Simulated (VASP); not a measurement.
# SiC (Moissanite) (P6_3mc) in VASP: notebook

The runs below take SiC (Moissanite) through single point, with LDA, PBE+D3(BJ), revPBE+D4.

Everything below comes from runs of VASP 6.6.1. Logs are shortened: lines on timing, memory, paths and dates and some standing lists are left out, and cuts for length are marked.

### Step 1. The cell of the first run

It takes space group P6_3mc (No. 186, hexagonal). Conventional cell: a = 3.034 Å, b = 3.034 Å, c = 4.980 Å, α = 90.00°, β = 90.00°, γ = 120.00°. Si (site symmetry 3m) has 4 C at 1.84 to 1.92 Å within 2.4 Å. Within 2.4 Å of C (site symmetry 3m) lie 4 Si at 1.84 to 1.92 Å.

### Step 2. Single point, LDA

INCAR

```
SYSTEM = SiC
PREC = Accurate
ENCUT = 520
EDIFF = 1E-7
ISMEAR = -1
SIGMA = 0.05
LREAL = .FALSE.
LASPH = .TRUE.
NELM = 60
ALGO = Normal
ISIF = 2
LWAVE = .FALSE.
LCHARG = .TRUE.
LELF = .TRUE.
LVHAR = .TRUE.
NBANDS = 16
```

KPOINTS

```
regular mesh
0
G
  10 10 5
  0 0 0
```

POSCAR

```
SiC
1.0
    3.0344273363      0.0000000000      0.0000000000
   -1.5172136681      2.6278911591      0.0000000000
    0.0000000000      0.0000000000      4.9797754205
Si C
2 2
Direct
    0.6666666667      0.3333333333      0.5000000000
    0.3333333333      0.6666666667      0.0000000000
    0.6666666667      0.3333333333      0.8850000000
    0.3333333333      0.6666666667      0.3850000000
```

Potentials or basis: VASP PAW LDA potentials, release 64 (Si, C).

Launch:

```bash
$ cat potpaw_LDA.64/Si/POTCAR potpaw_LDA.64/C/POTCAR > POTCAR
$ mpirun -np 1 vasp_std > vasp.out
```

OUTCAR:

```text
SYSTEM = SiC
   PREC = Accurate
   ENCUT = 520
   EDIFF = 1E-7
   ISMEAR = -1
   LREAL = .FALSE.
   LASPH = .TRUE.
   NELM = 60
   ISIF = 2

 ion  position               nearest neighbor table
   1  0.667  0.333  0.500-   4 1.84   4 1.84   4 1.84   3 1.92   2 3.04   2 3.04   2 3.04   2 3.04
                             2 3.04   2 3.04
   2  0.333  0.667  0.000-   3 1.84   3 1.84   3 1.84   4 1.92   1 3.04   1 3.04   1 3.04   1 3.04
                             1 3.04   1 3.04
   3  0.667  0.333  0.885-   2 1.84   2 1.84   2 1.84   1 1.92
   4  0.333  0.667  0.385-   1 1.84   1 1.84   1 1.84   2 1.92

  LATTYP: Found a hexagonal cell.
 ALAT       =     3.0344273363
 C/A-ratio  =     1.6410923277

  Lattice vectors:

 A1 = (   3.0344273363,   0.0000000000,   0.0000000000)
 A2 = (  -1.5172136681,   2.6278911591,   0.0000000000)
 A3 = (   0.0000000000,   0.0000000000,   4.9797754205)

Analysis of symmetry for initial positions (statically):
=====================================================================
 Subroutine PRICEL returns:
 Original cell was already a primitive cell.

 Routine SETGRP: Setting up the symmetry group for a
 hexagonal supercell.

 Subroutine GETGRP returns: Found 12 space group operations
 (whereof  6 operations were pure point group operations)
 out of a pool of 24 trial point group operations.

The static configuration has the point symmetry C_3v.
 The point group associated with its full space group is C_6v.

Analysis of symmetry for dynamics (positions and initial velocities):
=====================================================================
 Subroutine PRICEL returns:
 Original cell was already a primitive cell.

 Routine SETGRP: Setting up the symmetry group for a
 hexagonal supercell.

 Subroutine GETGRP returns: Found 12 space group operations
 (whereof  6 operations were pure point group operations)
 out of a pool of 24 trial point group operations.

The dynamic configuration has the point symmetry C_3v.
 The point group associated with its full space group is C_6v.

 Subroutine INISYM returns: Found 12 space group operations
 (whereof  6 operations are pure point group operations),
 and found     1 'primitive' translations

----------------------------------------------------------------------------------------

                                     Primitive cell

  volume of cell :      39.7095

  direct lattice vectors                    reciprocal lattice vectors
[... 89 lines left out ...]
   ENCUT  =  520.0 eV  38.22 Ry    6.18 a.u.   5.64  5.64  9.26*2*pi/ulx,y,z
   NELM   =     60;   NELMIN=  2; NELMDL= -5     # of ELM steps
   EDIFF  = 0.1E-06   stopping-criterion for ELM
   LREAL  =      F    real-space projection
   EDIFFG = 0.1E-05   stopping-criterion for IOM
   NSW    =      0    number of steps for IOM
   IBRION =     -1    ionic relax: 0-MD 1-quasi-New 2-CG
   NFREE  =      0    steps in history (QN), initial steepest desc. (CG)
   ISIF   =      2    stress and relaxation
   ISYM   =      2    0-nonsym 1-usesym 2-fastsym
   POTIM  = 0.5000    time-step for ionic-motion
   TEBEG  =    0.0;   TEEND  =   0.0 temperature during run
   PSTRESS=    0.0 pullay stress
   NELECT =      16.0000    total number of electrons
   NUPDOWN=      -1.0000    fix difference up-down
   EMIN   =  10.00;   EMAX   =-10.00  energy-range for DOS
   EFERMI =   0.00;   METHOD = LEGACY
   ISMEAR =    -1;   SIGMA  =   0.05  broadening in eV -4-tet -1-fermi 0-gaus
   EFERMI_NEDOS =   21; number of points for ismear=-14 and -15
   IALGO  =     38    algorithm
   IMIX   =      4    mixing-type and parameters
     AMIX     =   0.40;   BMIX     =  1.00
     AMIX_MAG =   1.60;   BMIX_MAG =  1.00
  volume/ion in A,a.u.               =       9.93        66.99
  Fermi-wavevector in a.u.,A,eV,Ry     =   1.209159  2.284980 19.892620  1.462066
  Thomas-Fermi vector in A             =   2.344745
   LORBIT       =      0    0 simple, 1 ext, 2 COOP (PROOUT), +10 PAW based schemes
   GGA     = CA    functional components
   LHFCALC =     F    Hartree Fock is set to
   AEXX    =    0.0000 exact exchange contribution
   IVDW    =     0    specifies the selected vdW correction
   LEPSILON=     F    determine dielectric tensor
   LRPA    =     F    only Hartree local field effects (RPA)
 non-spin polarized calculation
  energy-cutoff  :      520.00
  volume of cell :       39.71
 maximum number of plane-waves:      1099
 NGX is ok and might be reduce to    24
   NGX = 11   NGY = 11   NGZ = 19

 number of electron      15.9999999 magnetization

 Free energy of the ion-electron system (eV)
  ---------------------------------------------------
  ext. energy  EPLUGINS =         0.00000000
  ---------------------------------------------------
  free energy    TOTEN  =       -33.22105812 eV

  energy without entropy =      -33.22105812  energy(sigma->0) =      -33.22105812

 E-fermi :   9.7862     XC(G=0): -11.7239

 val. band max:        8.8333021316   @ k =   0.0000   0.0000   0.0000
 cond. band min:      11.1241757206   @ k =   0.3000   0.3000   0.0000
 fundamental gap:      2.2908735890
 Fermi energy:         9.7861607195

 k-point     1 :       0.0000    0.0000    0.0000
  band No.  band energies     occupation
      1      -7.1245      2.00000
      2      -3.4139      2.00000
      3      -0.1215      2.00000
      4       7.2634      2.00000
      5       7.2634      2.00000
      6       8.5635      2.00000
[... 433 lines left out ...]
      3       0.3729      2.00000
      4       1.9244      2.00000
      5       3.9720      2.00000
      6       4.7895      2.00000
[... 8 lines left out ...]
     15      20.4152      0.00000
     16      21.7741      0.00000

 [... further k-points ...]
[... 5 lines left out ...]
  --------------------------------------------------------------------------------------
  -------------------------------------------------------------------------------------
  Total        1.9654803      1.9654803      0.4776624      0.0000000      0.0000000     -0.0000000
  in kB       79.3022299     79.3022299     19.2724891      0.0000000      0.0000000     -0.0000000
  external PRESSURE =      59.2923163 kB  Pullay stress =       0.0000000 kB

 VOLUME and BASIS-vectors are now :
 -----------------------------------------------------------------------------
  energy-cutoff  :      520.00
  volume of cell :       39.71
      direct lattice vectors                 reciprocal lattice vectors
     3.034427336  0.000000000  0.000000000     0.329551474  0.190266632  0.000000000
    -1.517213668  2.627891159  0.000000000     0.000000000  0.380533264  0.000000000
     0.000000000  0.000000000  4.979775421     0.000000000  0.000000000  0.200812269

 POSITION                                       TOTAL-FORCE (eV/Angst)
 -----------------------------------------------------------------------------------
      1.51721      0.87596      2.48989        -0.000000      0.000000      0.800238
     -0.00000      1.75193      0.00000         0.000000      0.000000      0.800238
      1.51721      0.87596      4.40710         0.000000      0.000000     -0.800238
     -0.00000      1.75193      1.91721        -0.000000     -0.000000     -0.800238
 -----------------------------------------------------------------------------------
    total drift:                                0.000000      0.000000     -0.000020

  FREE ENERGIE OF THE ION-ELECTRON SYSTEM (eV)
  ---------------------------------------------------
  free  energy   TOTEN  =       -33.2210581214 eV

  energy  without entropy=      -33.2210581214  energy(sigma->0) =      -33.22105812
```

OSZICAR:

```text
N       E                     dE             d eps       ncg     rms          rms(c)
DAV:   1     0.213370358143E+02    0.21337E+02   -0.71849E+03  1344   0.896E+02
DAV:   2    -0.351514551349E+02   -0.56488E+02   -0.51777E+02  1888   0.158E+02
DAV:   3    -0.375689352957E+02   -0.24175E+01   -0.24100E+01  1784   0.303E+01
DAV:   4    -0.375869591039E+02   -0.18024E-01   -0.18022E-01  1608   0.328E+00
DAV:   5    -0.375871375449E+02   -0.17844E-03   -0.17844E-03  1792   0.305E-01    0.135E+01
DAV:   6    -0.333939931151E+02    0.41931E+01   -0.73400E+00  1704   0.168E+01    0.628E+00
DAV:   7    -0.332670989798E+02    0.12689E+00   -0.12944E+00  1928   0.668E+00    0.254E+00
DAV:   8    -0.332268500353E+02    0.40249E-01   -0.67924E-02  1504   0.156E+00    0.735E-01
DAV:   9    -0.332209942706E+02    0.58558E-02   -0.83986E-03  1760   0.631E-01    0.111E-01
DAV:  10    -0.332210539269E+02   -0.59656E-04   -0.58013E-04  1576   0.151E-01    0.610E-02
DAV:  11    -0.332210595266E+02   -0.55996E-05   -0.17616E-05  1816   0.312E-02    0.187E-02
DAV:  12    -0.332210588185E+02    0.70809E-06   -0.48852E-06  1704   0.137E-02    0.860E-03
DAV:  13    -0.332210580936E+02    0.72484E-06   -0.18595E-06  1792   0.841E-03    0.146E-03
DAV:  14    -0.332210581214E+02   -0.27763E-07   -0.13559E-07  1096   0.255E-03
   1 F= -.33221058E+02 E0= -.33221058E+02  d E =-.337241E-10
```

stdout:

```text
POSCAR found type information on POSCAR SiC
 POSCAR found :  2 types and       4 ions
 scaLAPACK will be used
 LDA part: xc-table for (Slater(with rela. corr.)+CA(PZ))
 , standard interpolation
 POSCAR, INCAR and KPOINTS ok, starting setup
 FFT: planning ... GRIDC
 FFT: planning ... GRID_SOFT
 FFT: planning ... GRID
 WAVECAR not read
 entering main loop
```

Wall time 9 s (1 thread of Intel Xeon 6975P-C (Granite Rapids), shared host); peak memory 0.14 GiB.

Results:

```
Free energy            : -33.2211 eV
Pressure               : 5.9 GPa
Largest force          : 0.800 eV/Å
Band gap on the k mesh : 2.29 eV, indirect (least direct gap 4.06 eV)
```

Forces in eV/Å, atoms in the order of the input:
```
Si   0.000  0.000  0.800
Si   0.000  0.000  0.800
C    0.000  0.000 -0.800
C    0.000  0.000 -0.800
```

### Step 3. Single point, LDA

This run uses another cell than the first one, of 10.13 Å³/atom, 1.021 times its volume.

INCAR

```
ALGO     = Normal         # electronic algorithm
EDIFF    = 1E-7           # SCF threshold, eV
ENCUT    = 520            # plane-wave cutoff, eV
GGA      = CA             # functional
ISIF     = 2              # what is computed and relaxed
ISMEAR   = -1             # smearing method
LASPH    = True           # aspherical terms in the spheres
LCHARG   = False          # write CHGCAR
LREAL    = False          # projectors in reciprocal space
LWAVE    = False          # write WAVECAR
NBANDS   = 16             # bands
NELM     = 60             # most SCF steps
PREC     = Accurate       # precision mode
SIGMA    = 0.05           # smearing width, eV
```

KPOINTS

```
k-points
0
Gamma
  10 10 5
```

POSCAR

```
SiC
1.0
    3.0553550827      0.0000000000      0.0000000000
   -1.5276775413      2.6460151191      0.0000000000
    0.0000000000      0.0000000000      5.0141197845
Si C
2 2
Direct
    0.6666666667      0.3333333333      0.5000000000
    0.3333333333      0.6666666667      0.0000000000
    0.6666666667      0.3333333333      0.8850000000
    0.3333333333      0.6666666667      0.3850000000
```

Potentials or basis: VASP PAW LDA potentials, release 64 (Si, C).

Launch:

```bash
$ cat potpaw_LDA.64/Si/POTCAR potpaw_LDA.64/C/POTCAR > POTCAR
$ mpirun -np 1 vasp_std > vasp.out
```

OUTCAR:

```text
EDIFF = 1E-7
   ENCUT = 520
   GGA = CA
   ISIF = 2
   ISMEAR = -1
   LASPH = True
   LREAL = False
   NELM = 60
   PREC = Accurate

 ion  position               nearest neighbor table
   1  0.667  0.333  0.500-   4 1.86   4 1.86   4 1.86   3 1.93   2 3.07   2 3.07   2 3.07   2 3.07
                             2 3.07   2 3.07
   2  0.333  0.667  0.000-   3 1.86   3 1.86   3 1.86   4 1.93   1 3.07   1 3.07   1 3.07   1 3.07
                             1 3.07   1 3.07
   3  0.667  0.333  0.885-   2 1.86   2 1.86   2 1.86   1 1.93
   4  0.333  0.667  0.385-   1 1.86   1 1.86   1 1.86   2 1.93

  LATTYP: Found a hexagonal cell.
 ALAT       =     3.0553550827
 C/A-ratio  =     1.6410923277

  Lattice vectors:

 A1 = (   3.0553550827,   0.0000000000,   0.0000000000)
 A2 = (  -1.5276775413,   2.6460151191,   0.0000000000)
 A3 = (   0.0000000000,   0.0000000000,   5.0141197845)

Analysis of symmetry for initial positions (statically):
=====================================================================
 Subroutine PRICEL returns:
 Original cell was already a primitive cell.

 Routine SETGRP: Setting up the symmetry group for a
 hexagonal supercell.

 Subroutine GETGRP returns: Found 12 space group operations
 (whereof  6 operations were pure point group operations)
 out of a pool of 24 trial point group operations.

The static configuration has the point symmetry C_3v.
 The point group associated with its full space group is C_6v.

Analysis of symmetry for dynamics (positions and initial velocities):
=====================================================================
 Subroutine PRICEL returns:
 Original cell was already a primitive cell.

 Routine SETGRP: Setting up the symmetry group for a
 hexagonal supercell.

 Subroutine GETGRP returns: Found 12 space group operations
 (whereof  6 operations were pure point group operations)
[... 120 lines left out ...]
   EMIN   =  10.00;   EMAX   =-10.00  energy-range for DOS
   EFERMI =   0.00;   METHOD = LEGACY
   ISMEAR =    -1;   SIGMA  =   0.05  broadening in eV -4-tet -1-fermi 0-gaus
   EFERMI_NEDOS =   21; number of points for ismear=-14 and -15
   IALGO  =     38    algorithm
   IMIX   =      4    mixing-type and parameters
     AMIX     =   0.40;   BMIX     =  1.00
     AMIX_MAG =   1.60;   BMIX_MAG =  1.00
  volume/ion in A,a.u.               =      10.13        68.39
  Fermi-wavevector in a.u.,A,eV,Ry     =   1.200877  2.269329 19.621043  1.442106
  Thomas-Fermi vector in A             =   2.336701
   LORBIT       =      0    0 simple, 1 ext, 2 COOP (PROOUT), +10 PAW based schemes
   GGA     = CA    functional components
   LHFCALC =     F    Hartree Fock is set to
   AEXX    =    0.0000 exact exchange contribution
   IVDW    =     0    specifies the selected vdW correction
   LEPSILON=     F    determine dielectric tensor
   LRPA    =     F    only Hartree local field effects (RPA)
 non-spin polarized calculation
  energy-cutoff  :      520.00
  volume of cell :       40.54
 maximum number of plane-waves:      1105
 NGX is ok and might be reduce to    24
   NGX = 11   NGY = 11   NGZ = 19

 number of electron      15.9999999 magnetization

 Free energy of the ion-electron system (eV)
  ---------------------------------------------------
  ext. energy  EPLUGINS =         0.00000000
  ---------------------------------------------------
  free energy    TOTEN  =       -33.23894599 eV

  energy without entropy =      -33.23894599  energy(sigma->0) =      -33.23894599

 E-fermi :   9.4921     XC(G=0): -11.6356

 val. band max:        8.5920071031   @ k =   0.0000   0.0000   0.0000
 cond. band min:      10.9167646231   @ k =   0.3000   0.3000   0.0000
 fundamental gap:      2.3247575200
 Fermi energy:         9.4921173960

 k-point     1 :       0.0000    0.0000    0.0000
  band No.  band energies     occupation
      1      -7.2002      2.00000
      2      -3.5703      2.00000
      3      -0.2383      2.00000
      4       7.0312      2.00000
      5       7.0312      2.00000
      6       8.3209      2.00000
[... 433 lines left out ...]
      3       0.2107      2.00000
      4       1.7393      2.00000
      5       3.7869      2.00000
      6       4.5971      2.00000
[... 8 lines left out ...]
     15      19.9775      0.00000
     16      21.3190      0.00000

 [... further k-points ...]
[... 5 lines left out ...]
  --------------------------------------------------------------------------------------
  -------------------------------------------------------------------------------------
  Total        0.6667408      0.6667408     -0.6212831      0.0000000      0.0000000      0.0000000
  in kB       26.3523244     26.3523244    -24.5556486      0.0000000      0.0000000      0.0000000
  external PRESSURE =       9.3830001 kB  Pullay stress =       0.0000000 kB

 VOLUME and BASIS-vectors are now :
 -----------------------------------------------------------------------------
  energy-cutoff  :      520.00
  volume of cell :       40.54
      direct lattice vectors                 reciprocal lattice vectors
     3.055355083  0.000000000  0.000000000     0.327294201  0.188963395  0.000000000
    -1.527677541  2.646015119  0.000000000     0.000000000  0.377926790  0.000000000
     0.000000000  0.000000000  5.014119785     0.000000000  0.000000000  0.199436799

 POSITION                                       TOTAL-FORCE (eV/Angst)
 -----------------------------------------------------------------------------------
      1.52768      0.88201      2.50706        -0.000000      0.000000      0.766471
     -0.00000      1.76401      0.00000         0.000000      0.000000      0.766471
      1.52768      0.88201      4.43750        -0.000000     -0.000000     -0.766471
     -0.00000      1.76401      1.93044         0.000000      0.000000     -0.766471
 -----------------------------------------------------------------------------------
    total drift:                                0.000000      0.000000     -0.000060

  FREE ENERGIE OF THE ION-ELECTRON SYSTEM (eV)
  ---------------------------------------------------
  free  energy   TOTEN  =       -33.2389459901 eV

  energy  without entropy=      -33.2389459900  energy(sigma->0) =      -33.23894599
```

Wall time 8.2 s (1 thread of Intel Xeon 6975P-C (Granite Rapids), shared host); peak memory 0.14 GiB.

What came out:

* Free energy: -33.2389 eV
* Pressure: 0.9 GPa
* Largest force: 0.766 eV/Å
* Band gap on the k mesh: 2.32 eV, indirect (least direct gap 4.02 eV)

Forces in eV/Å, atoms in the order of the input:
```
Si   0.000  0.000  0.766
Si   0.000  0.000  0.766
C    0.000  0.000 -0.766
C    0.000  0.000 -0.766
```

Stress tensor (GPa, compression positive):
```
 2.64  0.00  0.00
 0.00  2.64  0.00
 0.00  0.00 -2.46
```

A k mesh can miss the band edges. LDA gaps usually lie below the measured ones, often by a third to a half.

### Step 4. Single point, PBE+D3(BJ)

This run uses another cell than the first one, of 10.28 Å³/atom, 1.036 times its volume.

INCAR

```
ALGO     = Normal         # electronic algorithm
EDIFF    = 1E-6           # SCF threshold, eV
ENCUT    = 520            # plane-wave cutoff, eV
GGA      = PE             # functional
ISIF     = 2              # what is computed and relaxed
ISMEAR   = -1             # smearing method
IVDW     = 12             # dispersion correction
LASPH    = True           # aspherical terms in the spheres
LCHARG   = False          # write CHGCAR
LREAL    = False          # projectors in reciprocal space
LWAVE    = False          # write WAVECAR
NBANDS   = 16             # bands
NELM     = 80             # most SCF steps
PREC     = Accurate       # precision mode
SIGMA    = 0.05           # smearing width, eV
```

KPOINTS is that of step 3.

POSCAR

```
SiC
1.0
    3.0702184989      0.0000000000      0.0000000000
   -1.5351092494      2.6588872152      0.0000000000
    0.0000000000      0.0000000000      5.0383019808
Si C
2 2
Direct
    0.6666666667      0.3333333333      0.5046030816
    0.3333333333      0.6666666667      0.0046030816
    0.6666666667      0.3333333333      0.8803969184
    0.3333333333      0.6666666667      0.3803969184
```

Potentials or basis: VASP PAW PBE potentials, release 64 (Si, C).

Launch:

```bash
$ cat potpaw_PBE.64/Si/POTCAR potpaw_PBE.64/C/POTCAR > POTCAR
$ mpirun -np 1 vasp_std > vasp.out
```

It took 8.3 s on 1 thread of Intel Xeon 6975P-C (Granite Rapids), shared host; peak memory 0.17 GiB.

It converged, with:

```
Free energy                : -31.3073 eV
Pressure                   : -0.1 GPa
Band gap on the k mesh     : 2.42 eV, indirect (least direct gap 3.98 eV)
Dispersion energy per atom : -0.302 eV
```

Levels at points of the mesh, in eV from the valence-band top:
```csv
k point,band 6,band 7,band 8,band 9,band 10,band 11
"(0.00, 0.00, 0.00)",-0.11,0.00,0.00,4.85,6.27,6.70
"(0.50, 0.00, 0.00)",-3.33,-3.30,-1.20,2.79,4.23,6.92
```

A k mesh can miss the band edges. A hybrid or GW would open this gap; PBE tends to underestimate it.

[end of part 1 of 2]
